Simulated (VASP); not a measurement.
TiTe, 2 atoms in the cell. It takes space group Fm-3m (No. 225, cubic). The conventional cell has a = 5.652 Å, b = 5.652 Å, c = 5.652 Å, α = 90.00°, β = 90.00°, γ = 90.00°. Ti (site symmetry m-3m) has 6 Te at 2.83 Å within 3.7 Å. Te (site symmetry m-3m) has 6 Ti at 2.83 Å within 3.7 Å. 

| Property | Result |
| --- | --- |
| Program | VASP 6.6.1 |
| Task | single point |
| Functional | PBE |
| Potentials or basis | VASP PAW PBE potentials, release 64 (Ti_sv, Te) |
| Cutoff | 520 eV |
| k mesh | 8 × 8 × 8 |
| Occupations | fermi-dirac, width 0.05 eV |
| Spin | no spin polarisation |
| Dipole correction | no |
| Further INCAR settings | ALGO = Normal; EDIFF = 1e-07; NBANDS = 16 |

Potentials or basis: VASP PAW PBE potentials, release 64 (Ti_sv, Te).

Command:

```sh
$ cat potpaw_PBE.64/Ti_sv/POTCAR potpaw_PBE.64/Te/POTCAR > POTCAR
$ mpirun -np 1 vasp_std > vasp.out
```

Hardware: 1 thread of Intel Xeon 6975P-C, on a shared host.

Problem. Estimate the wall time of this run.

Solution. Run time: 19 s on 1 thread of Intel Xeon 6975P-C (shared host), peak memory 0.18 GiB. Counts: scf iterations 15, k points 29.
